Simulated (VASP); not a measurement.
Wanted: the native input for a VASP 6.6.1 run.

| Item | Value |
| --- | --- |
| Task | single point |
| Functional | PBE |
| Potentials or basis | VASP PAW PBE potentials, release 64 (Cd, Hg, S) |
| Cutoff | 520 eV |
| k mesh | 4 × 4 × 4 |
| Occupations | gaussian, width 0.1 eV |
| Spin | no spin polarisation |
| Dipole correction | no |
| Further INCAR settings | ALGO = Normal; EDIFF = 1e-06; NBANDS = 56 |

The structure of Cd3Hg2S5 lies in POSCAR:

```
Cd3Hg2S5
1.0
    0.0005274378     -4.2257203369     -0.0012252695
    4.2237278907     -0.0004133235     -0.0047099743
   -2.1280689254      2.1197320864     14.8099443449
Cd Hg S
3 2 5
Direct
    0.7023786282      0.7000517293      0.4007523461
    0.3001329840      0.3025317528      0.5990602121
    0.4985812524      0.4995063041      0.0001304840
    0.9031663140      0.9000536759      0.7998374410
    0.0948195098      0.0993317776      0.2002751247
    0.2518054200      0.7518650783      0.4998696457
    0.8498749259      0.3488636438      0.6976683539
    0.4530394903      0.9498266366      0.9015466730
    0.0482413759      0.5477721017      0.0986416286
    0.6479600994      0.1501972999      0.3022180907
```

The input as run:

INCAR

```
PREC     = Accurate       # precision mode
ENCUT    = 520            # plane-wave cutoff, eV
EDIFF    = 1E-6           # SCF threshold, eV
ISMEAR   = 0              # smearing method
SIGMA    = 0.1            # smearing width, eV
LREAL    = F              # projectors in reciprocal space
LASPH    = T              # aspherical terms in the spheres
NELM     = 100            # most SCF steps
ALGO     = Normal         # electronic algorithm
ISIF     = 2              # what is computed and relaxed
LWAVE    = F              # write WAVECAR
LCHARG   = F              # write CHGCAR
GGA      = PE             # functional
NBANDS   = 56             # bands
```

KPOINTS

```
Automatic mesh
0
Gamma
  4 4 4
```

Potentials or basis: VASP PAW PBE potentials, release 64 (Cd, Hg, S).

Run with:

```bash
$ cat potpaw_PBE.64/Cd/POTCAR potpaw_PBE.64/Hg/POTCAR potpaw_PBE.64/S/POTCAR > POTCAR
$ mpirun -np 1 vasp_std > vasp.out
```

Results of the run:

```json
{
 "Pressure": "0.2 GPa",
 "Largest force": "0.020 eV/Å",
 "Band gap on the k mesh": "0.36 eV, direct"
}
```

Caveat: spin-orbit coupling is left out, which moves the levels of the heavy elements.

Run time: 7.1 min on 1 thread of Intel(R) Xeon(R) Platinum 8488C (Sapphire Rapids), with other jobs on the host, peak memory 0.6 GiB.
